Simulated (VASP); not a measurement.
# Mg2O (P4_2/mnm) in VASP: notebook

Runs on Mg2O. Level: PBE. Tasks: single point.

All numbers are computed with VASP 6.6.1; they aren't measurements. Logs are shortened: lines on timing, memory, paths and dates and some standing lists are left out, and cuts for length are marked.

## Step 1: The cell of the first run

It takes space group P4_2/mnm (No. 136, tetragonal). Conventional cell: a = 5.242 Å, b = 5.242 Å, c = 3.130 Å, α = 90.00°, β = 90.00°, γ = 90.00°. Within 2.9 Å of Mg (site symmetry m2m) lie 3 O at 2.17 to 2.19 Å. Within 2.9 Å of O (site symmetry mmm) lie 6 Mg at 2.17 to 2.19 Å.

## Step 2: Single point, PBE

INCAR reads:

```
PREC = Accurate ; ENCUT = 520
EDIFF = 1E-6 ; ISMEAR = 0
SIGMA = 0.1 ; LREAL = False
LASPH = True ; NELM = 100
ALGO = Normal ; ISIF = 2
LWAVE = False ; LCHARG = False
GGA = PE ; NBANDS = 19
```

KPOINTS reads:

```
regular mesh
0
Gamma
  8 8 12
```

POSCAR reads:

```
Mg2O
1.0
    5.2423708324      0.0000000000      0.0000000000
    0.0000000000      5.2423708324      0.0000000000
    0.0000000000      0.0000000000      3.1297521172
Mg O
4 2
Direct
    0.2933213814      0.2933213814      0.0000000000
    0.2066786186      0.7933213814      0.5000000000
    0.7066786186      0.7066786186      0.0000000000
    0.7933213814      0.2066786186      0.5000000000
    0.0000000000      0.0000000000      0.0000000000
    0.5000000000      0.5000000000      0.5000000000
```

Potentials or basis: VASP PAW PBE potentials, release 64 (Mg, O).

The run is started by

```sh
$ cat potpaw_PBE.64/Mg/POTCAR potpaw_PBE.64/O/POTCAR > POTCAR
$ mpirun -np 1 vasp_std > vasp.out
```

OUTCAR:

```text
PREC = Accurate
   ENCUT = 520
   EDIFF = 1E-6
   ISMEAR = 0
   LREAL = False
   LASPH = True
   NELM = 100
   ISIF = 2
   GGA = PE

 ion  position               nearest neighbor table
   1  0.293  0.293  0.000-   5 2.17   6 2.19   6 2.19   3 3.06   4 3.09   2 3.09   4 3.09   2 3.09
                             2 3.09   2 3.09   4 3.09   4 3.09
   2  0.207  0.793  0.500-   6 2.17   5 2.19   5 2.19   4 3.06   1 3.09   1 3.09   3 3.09   3 3.09
                             1 3.09   1 3.09   3 3.09   3 3.09
   3  0.707  0.707  0.000-   5 2.17   6 2.19   6 2.19   1 3.06   4 3.09   2 3.09   4 3.09   2 3.09
                             4 3.09   4 3.09   2 3.09   2 3.09
   4  0.793  0.207  0.500-   6 2.17   5 2.19   5 2.19   2 3.06   3 3.09   1 3.09   3 3.09   1 3.09
                             3 3.09   3 3.09   1 3.09   1 3.09
   5  0.000  0.000  0.000-   1 2.17   3 2.17   2 2.19   4 2.19   2 2.19   4 2.19
   6  0.500  0.500  0.500-   2 2.17   4 2.17   3 2.19   1 2.19   1 2.19   3 2.19

  LATTYP: Found a simple tetragonal cell.
 ALAT       =     5.2423708324
 C/A-ratio  =     0.5970108215

  Lattice vectors:

 A1 = (   5.2423708324,   0.0000000000,   0.0000000000)
 A2 = (   0.0000000000,   5.2423708324,   0.0000000000)
 A3 = (   0.0000000000,   0.0000000000,   3.1297521172)

Analysis of symmetry for initial positions (statically):
=====================================================================
 Subroutine PRICEL returns:
 Original cell was already a primitive cell.

 Routine SETGRP: Setting up the symmetry group for a
 simple tetragonal supercell.

 Subroutine GETGRP returns: Found 16 space group operations
 (whereof  8 operations were pure point group operations)
 out of a pool of 16 trial point group operations.

The static configuration has the point symmetry D_2h.
 The point group associated with its full space group is D_4h.

Analysis of symmetry for dynamics (positions and initial velocities):
=====================================================================
 Subroutine PRICEL returns:
 Original cell was already a primitive cell.

 Routine SETGRP: Setting up the symmetry group for a
 simple tetragonal supercell.

 Subroutine GETGRP returns: Found 16 space group operations
 (whereof  8 operations were pure point group operations)
 out of a pool of 16 trial point group operations.

The dynamic configuration has the point symmetry D_2h.
 The point group associated with its full space group is D_4h.

 Subroutine INISYM returns: Found 16 space group operations
 (whereof  8 operations are pure point group operations),
 and found     1 'primitive' translations

----------------------------------------------------------------------------------------

                                     Primitive cell

  volume of cell :      86.0133

  direct lattice vectors                    reciprocal lattice vectors
     5.242370832  0.000000000  0.000000000     0.190753388  0.000000000  0.000000000
     0.000000000  5.242370832  0.000000000     0.000000000  0.190753388  0.000000000
     0.000000000  0.000000000  3.129752117     0.000000000  0.000000000  0.319514122

  length of vectors
     5.242370832  5.242370832  3.129752117     0.190753388  0.190753388  0.319514122

  position of ions in fractional coordinates (direct lattice)
     0.293321381  0.293321381  0.000000000
     0.206678619  0.793321381  0.500000000
     0.706678619  0.706678619  0.000000000
     0.793321381  0.206678619  0.500000000
     0.000000000  0.000000000  0.000000000
     0.500000000  0.500000000  0.500000000

  ion indices of the primitive-cell ions
   primitive index   ion index
                 1           1
                 2           2
                 3           3
                 4           4
                 5           5
                 6           6

----------------------------------------------------------------------------------------

 KPOINTS: regular mesh

Automatic generation of k-mesh.
 Grid dimensions read from file:
 generate k-points for:    8    8   12

 Generating k-lattice:

  Cartesian coordinates                     Fractional coordinates (reciprocal lattice)
     0.023844174  0.000000000  0.000000000     0.125000000  0.000000000  0.000000000
     0.000000000  0.023844174  0.000000000     0.000000000  0.125000000  0.000000000
     0.000000000  0.000000000  0.026626177     0.000000000  0.000000000  0.083333333

  Length of vectors
     0.023844174  0.023844174  0.026626177

  Shift w.r.t. Gamma in fractional coordinates (k-lattice)
     0.000000000  0.000000000  0.000000000

 Subroutine IBZKPT returns following result:
 ===========================================

 Found    105 irreducible k-points:

 Following reciprocal coordinates:
            Coordinates               Weight
  0.000000  0.000000  0.000000      1.000000
  0.125000  0.000000  0.000000      4.000000
  0.250000  0.000000  0.000000      4.000000
  0.375000  0.000000  0.000000      4.000000
  0.500000  0.000000  0.000000      2.000000
  0.125000  0.125000  0.000000      4.000000
[... 16 lines left out ...]
  0.375000  0.125000  0.083333     16.000000
  0.500000  0.125000  0.083333      8.000000
 [... further k-points ...]
   k-points           NKPTS =    105   k-points in BZ     NKDIM =    105   number of bands    NBANDS=     19
   number of dos      NEDOS =    301   number of ions     NIONS =      6
   total plane-waves  NPLWV =  38400
   dimension x,y,z NGX =    40 NGY =   40 NGZ =   24
   dimension x,y,z NGXF=    80 NGYF=   80 NGZF=   48
   ions per type =               4   2
   NGX,Y,Z   is equivalent  to a cutoff of  12.68, 12.68, 12.75 a.u.
   NGXF,Y,Z  is equivalent  to a cutoff of  25.37, 25.37, 25.50 a.u.
 SYSTEM =  unknown system
   PREC   = accura    normal or accurate (medium, high low for compatibility)
   ISTART =      0    job   : 0-new  1-cont  2-samecut
   ICHARG =      2    charge: 1-file 2-atom 10-const
   ISPIN  =      1    spin polarized calculation?
   LNONCOLLINEAR =      F non collinear calculations
   LSORBIT =      F    spin-orbit coupling
   LASPH  =      T    aspherical Exc in radial PAW
   ENCUT  =  520.0 eV  38.22 Ry    6.18 a.u.   9.75  9.75  5.82*2*pi/ulx,y,z
   NELM   =    100;   NELMIN=  2; NELMDL= -5     # of ELM steps
   EDIFF  = 0.1E-05   stopping-criterion for ELM
   LREAL  =      F    real-space projection
   EDIFFG = 0.1E-04   stopping-criterion for IOM
   NSW    =      0    number of steps for IOM
   IBRION =     -1    ionic relax: 0-MD 1-quasi-New 2-CG
   NFREE  =      0    steps in history (QN), initial steepest desc. (CG)
   ISIF   =      2    stress and relaxation
   ISYM   =      2    0-nonsym 1-usesym 2-fastsym
   POTIM  = 0.5000    time-step for ionic-motion
   TEBEG  =    0.0;   TEEND  =   0.0 temperature during run
   PSTRESS=    0.0 pullay stress
   NELECT =      20.0000    total number of electrons
   NUPDOWN=      -1.0000    fix difference up-down
   EMIN   =  10.00;   EMAX   =-10.00  energy-range for DOS
   EFERMI =   0.00;   METHOD = LEGACY
   ISMEAR =     0;   SIGMA  =   0.10  broadening in eV -4-tet -1-fermi 0-gaus
   EFERMI_NEDOS =   21; number of points for ismear=-14 and -15
   IALGO  =     38    algorithm
   IMIX   =      4    mixing-type and parameters
     AMIX     =   0.40;   BMIX     =  1.00
     AMIX_MAG =   1.60;   BMIX_MAG =  1.00
  volume/ion in A,a.u.               =      14.34        96.74
  Fermi-wavevector in a.u.,A,eV,Ry     =   1.006691  1.902371 13.788519  1.013428
  Thomas-Fermi vector in A             =   2.139450
   LORBIT       =      0    0 simple, 1 ext, 2 COOP (PROOUT), +10 PAW based schemes
   GGA     = PE    functional components
   LHFCALC =     F    Hartree Fock is set to
   AEXX    =    0.0000 exact exchange contribution
   IVDW    =     0    specifies the selected vdW correction
   LEPSILON=     F    determine dielectric tensor
   LRPA    =     F    only Hartree local field effects (RPA)
 non-spin polarized calculation
 Gauss-broadening in eV      SIGMA  =   0.10
  energy-cutoff  :      520.00
  volume of cell :       86.01
 maximum number of plane-waves:      2340
 NGX is ok and might be reduce to    40
   NGX = 19   NGY = 19   NGZ = 11

 number of electron      20.0000000 magnetization

 Free energy of the ion-electron system (eV)
  ---------------------------------------------------
  ext. energy  EPLUGINS =         0.00000000
  ---------------------------------------------------
  free energy    TOTEN  =       -24.25294290 eV

  energy without entropy =      -24.24902632  energy(sigma->0) =      -24.25098461

 E-fermi :   4.5700     XC(G=0):  -9.5907

 val. band max:        4.5376287977   @ k =   0.3750   0.3750   0.4167
 cond. band min:       4.5738760526   @ k =   0.2500   0.2500   0.5000
 fundamental gap:      0.0362472549
 Fermi energy:         4.5699580909

 k-point     1 :       0.0000    0.0000    0.0000
  band No.  band energies     occupation
      1     -15.2482      2.00000
      2     -15.0157      2.00000
      3      -2.0856      2.00000
      4      -2.0856      2.00000
      5      -0.8768      2.00000
      6      -0.8768      2.00000
[... 11 lines left out ...]
     18      13.9057      0.00000
     19      14.3374      0.00000

 k-point     2 :       0.1250    0.0000    0.0000
  band No.  band energies     occupation
      1     -15.2389      2.00000
      2     -15.0242      2.00000
      3      -2.1188      2.00000
      4      -2.0454      2.00000
      5      -1.2182      2.00000
      6      -0.9285      2.00000
[... 11 lines left out ...]
     18      13.8762      0.00000
     19      14.4806      0.00000

 k-point     3 :       0.2500    0.0000    0.0000
  band No.  band energies     occupation
      1     -15.2127      2.00000
      2     -15.0483      2.00000
      3      -2.1847      2.00000
      4      -1.9322      2.00000
      5      -1.6419      2.00000
      6      -1.0727      2.00000
[... 434 lines left out ...]
      1     -15.1485      2.00000
      2     -15.0690      2.00000
      3      -2.3184      2.00000
      4      -2.1150      2.00000
      5      -1.5195      2.00000
      6      -1.0824      2.00000
[... 11 lines left out ...]
     18      12.9502      0.00000
     19      13.7249      0.00000

 k-point    24 :       0.5000    0.1250    0.0833
  band No.  band energies     occupation
      1     -15.1083      2.00000
      2     -15.1083      2.00000
      3      -2.2742      2.00000
      4      -2.2742      2.00000
      5      -1.3002      2.00000
      6      -1.3002      2.00000
[... 11 lines left out ...]
     18      12.9431      0.00000
     19      14.4230      0.00000

 [... further k-points ...]

------------------------ aborting loop because EDIFF is reached ----------------------------------------

  FORCE on cell =-STRESS in cart. coord.  units (eV):
  Direction    XX          YY          ZZ          XY          YZ          ZX
  --------------------------------------------------------------------------------------
  -------------------------------------------------------------------------------------
  Total       -0.2328977     -0.2328977     -0.2011931      0.0000000      0.0000000      0.0000000
  in kB       -4.3382088     -4.3382088     -3.7476426      0.0000000      0.0000000      0.0000000
  external PRESSURE =      -4.1413534 kB  Pullay stress =       0.0000000 kB

 VOLUME and BASIS-vectors are now :
 -----------------------------------------------------------------------------
  energy-cutoff  :      520.00
  volume of cell :       86.01
      direct lattice vectors                 reciprocal lattice vectors
     5.242370832  0.000000000  0.000000000     0.190753388  0.000000000  0.000000000
     0.000000000  5.242370832  0.000000000     0.000000000  0.190753388  0.000000000
     0.000000000  0.000000000  3.129752117     0.000000000  0.000000000  0.319514122

 POSITION                                       TOTAL-FORCE (eV/Angst)
 -----------------------------------------------------------------------------------
      1.53770      1.53770      0.00000        -0.001784     -0.001784      0.000000
      1.08349      4.15888      1.56488         0.001784     -0.001784      0.000000
      3.70467      3.70467      0.00000         0.001784      0.001784     -0.000000
      4.15888      1.08349      1.56488        -0.001784      0.001784     -0.000000
      0.00000      0.00000      0.00000        -0.000000      0.000000     -0.000000
      2.62119      2.62119      1.56488        -0.000000      0.000000     -0.000000
 -----------------------------------------------------------------------------------
    total drift:                                0.000000      0.000000     -0.000000

  FREE ENERGIE OF THE ION-ELECTRON SYSTEM (eV)
  ---------------------------------------------------
  free  energy   TOTEN  =       -24.2529428954 eV

  energy  without entropy=      -24.2490263238  energy(sigma->0) =      -24.25098461
```

Wall time 1.8 min (1 thread of Intel Xeon Platinum 8488C (Sapphire Rapids), shared host); peak memory 0.28 GiB.

Results:

```yaml
Free_energy: -24.2529 eV
Pressure: -0.4 GPa
Band_gap_on_the_k_mesh: zero (bands 10 and 11 overlap by 0.97 eV)
```

Forces in eV/Å, atoms in the order of the input:
```
Mg  -0.002 -0.002  0.000
Mg   0.002 -0.002  0.000
Mg   0.002  0.002  0.000
Mg  -0.002  0.002  0.000
O    0.000  0.000  0.000
O    0.000  0.000  0.000
```

## Step 3: Single point, PBE

INCAR reads:

```
SYSTEM = Mg2O
PREC     = Accurate       ! precision mode
ENCUT    = 520            ! plane-wave cutoff, eV
EDIFF    = 1E-7           ! SCF threshold, eV
ISMEAR   = 0              ! smearing method
SIGMA    = 0.1            ! smearing width, eV
LREAL    = .FALSE.        ! projectors in reciprocal space
LASPH    = .TRUE.         ! aspherical terms in the spheres
NELM     = 80             ! most SCF steps
ALGO     = Normal         ! electronic algorithm
ISIF     = 2              ! what is computed and relaxed
LWAVE    = .FALSE.        ! write WAVECAR
LCHARG   = .FALSE.        ! write CHGCAR
GGA      = PE             ! functional
NBANDS   = 19             ! bands
```

KPOINTS reads:

```
Automatic mesh
0
G
  8 8 12
  0 0 0
```

POSCAR reads:

```
Mg2O
1.0
    5.2404356249      0.0000000000      0.0000000000
    0.0000000000      5.2404356249      0.0000000000
    0.0000000000      0.0000000000      3.1313493099
Mg O
4 2
Direct
    0.2072916069      0.2072916069      0.0000000000
    0.7927083931      0.7927083931      0.0000000000
    0.7072916069      0.2927083931      0.5000000000
    0.2927083931      0.7072916069      0.5000000000
    0.5000000000      0.5000000000      0.0000000000
    0.0000000000      0.0000000000      0.5000000000
```

Potentials or basis: VASP PAW PBE potentials, release 64 (Mg, O).

The run is started by

```sh
$ cat potpaw_PBE.64/Mg/POTCAR potpaw_PBE.64/O/POTCAR > POTCAR
$ mpirun -np 1 vasp_std > vasp.out
```

Run time: 1.8 min. Hardware: 1 thread of Intel Xeon Platinum 8488C (Sapphire Rapids), shared host; peak memory 0.28 GiB.

The run converged. Its results:

- Free energy: -24.2529 eV
- Pressure: -0.4 GPa
- Largest force: 0.015 eV/Å
- Band gap on the k mesh: zero (bands 10 and 11 overlap by 0.97 eV)

Forces in eV/Å, atoms in the order of the input:
```
Mg  -0.011 -0.011  0.000
Mg   0.011  0.011  0.000
Mg  -0.011  0.011  0.000
Mg   0.011 -0.011  0.000
O    0.000  0.000  0.000
O    0.000  0.000  0.000
```

Levels at points of the mesh, in eV from the Fermi level:
| k point | band 8 | band 9 | band 10 | band 11 | band 12 | band 13 |
| --- | --- | --- | --- | --- | --- | --- |
| (0.00, 0.00, 0.00) | -4.50 | -4.43 | -2.22 | 2.22 | 2.57 | 2.57 |
| (0.50, 0.00, 0.00) | -4.46 | -2.13 | -2.13 | 1.70 | 1.70 | 2.64 |
| (0.50, 0.50, 0.00) | -4.46 | -0.92 | -0.92 | -0.74 | -0.74 | 4.82 |
| (0.00, 0.00, 0.50) | -5.42 | -0.41 | -0.41 | 1.31 | 1.31 | 1.98 |
| (0.50, 0.00, 0.50) | -5.42 | -0.73 | -0.73 | 1.25 | 1.25 | 3.00 |
| (0.50, 0.50, 0.50) | -5.63 | 0.14 | 0.14 | 1.02 | 1.02 | 2.57 |

The gap in the log of VASP goes by the Fermi energy; the results here count the filled bands.